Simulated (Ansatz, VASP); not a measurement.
# One calculation of CsI, two programs

```
CELL_PARAMETERS angstrom
4.60893 0.00000 0.00000
0.00000 4.60893 0.00000
0.00000 0.00000 4.60893
ATOMIC_POSITIONS crystal
Cs 0.00000 0.00000 0.00000
I 0.50000 0.50000 0.50000
```

Alike in both runs: functional r2SCAN; k mesh 7 × 7 × 7; occupations fermi-dirac, width 0.02 eV; no spin polarisation.

Ansatz relaxed the structure, and its values are those at the end. VASP's run is a single point on that final structure, the one shown.

```csv
,VASP,Ansatz
version,VASP 6.6.1,Ansatz 0.2.0
potentials or method,"VASP PAW PBE potentials, release 64 (Cs_sv, I)","PAW with Ansatz's default frozen-core files, scalar-relativistic"
plane-wave cutoff (eV),550,500
valence electrons in the cell,16,26
```

```tsv
	VASP	Ansatz	Ansatz less VASP
pressure (GPa)	0.0	0.0	-0.03
```

VASP's potentials were made for PBE, not for r2SCAN. The functional is the same, so the differences come from potentials, cutoffs and numerics. VASP's potentials hold 16 valence electrons a cell and Ansatz's 26, so a difference there can come from the potentials and not from the codes.

Neither program's run includes spin-orbit coupling.
